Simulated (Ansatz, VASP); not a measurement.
# TiAl: VASP beside Ansatz

The input POSCAR:

```
TiAl
1.0
    2.8087302532      0.0000000000      0.0000000000
   -1.4043651265      2.4324317516      0.0000000000
    0.0000000000      0.0000000000      4.5825851222
Ti Al
1 1
Direct
    0.0000000000      0.0000000000      0.0000000000
    0.3333333333      0.6666666667      0.5000000000
```

File INCAR.step1:

```
PREC = Accurate
ENCUT = 520
EDIFF = 1E-5
ISMEAR = -1
SIGMA = 0.05
LREAL = F
LASPH = T
NELM = 80
ALGO = Normal
ISIF = 2
LWAVE = T
LCHARG = F
GGA = PE
NBANDS = 14
```

The input INCAR.step2:

```
PREC = Accurate
ENCUT = 520
EDIFF = 1E-6
ISMEAR = -1
SIGMA = 0.05
LREAL = F
LASPH = T
NELM = 80
ALGO = Normal
ISIF = 2
LWAVE = F
LCHARG = F
GGA = PE
LHFCALC = T
HFSCREEN = 0.2079
PRECFOCK = Normal
ISTART = 1
NBANDS = 14
```

KPOINTS

```
regular mesh
0
Gamma
  6 6 4
```

Contents of input:

```
crystal:
  lattice:
    - [2.8087302532, 0.0, 0.0]
    - [-1.4043651265, 2.4324317516, 0.0]
    - [0.0, 0.0, 4.5825851222]
  atoms:
    - { symbol: Ti, position: [0.0, 0.0, 0.0] }
    - { symbol: Al, position: [0.3333333333, 0.6666666667, 0.5] }
hamiltonian:
  xc: hse06
  pseudopotentials: { kind: paw }
kpoints:
  mp_grid: { grid: [6, 6, 4] }
scf:
  occupations: { method: fermi_dirac, width: 0.05 }
output:
  forces: true
  stress: true
  eigenvalues: true
```

Alike in both runs: task single point; functional HSE06; k mesh 6 × 6 × 4; occupations fermi-dirac, width 0.05 eV; no spin polarisation.

|  | VASP | Ansatz |
| --- | --- | --- |
| version | VASP 6.6.1 | Ansatz 0.2.0 |
| potentials or method | VASP PAW PBE potentials, release 64 (Ti_sv, Al) | Ansatz PAW |
| plane-wave cutoff (eV) | 520 | 420 |
| valence electrons in the cell | 15 | 15 |

Ansatz gave:

```
gap on the k mesh at the Fermi level (eV)                     : none
pressure (GPa)                                                : 6.6
traceless stress, the component that is largest in VASP (GPa) : -0.57
```

Task: Which values does VASP return?

Result: gap on the k mesh at the Fermi level (eV): none; pressure (GPa): 6.3; traceless stress, the component that is largest in VASP (GPa): -0.56.

A gap of «none» marks a metal or a gap that the smearing closes.

The k mesh is coarse, so the values compare programs but aren't converged.
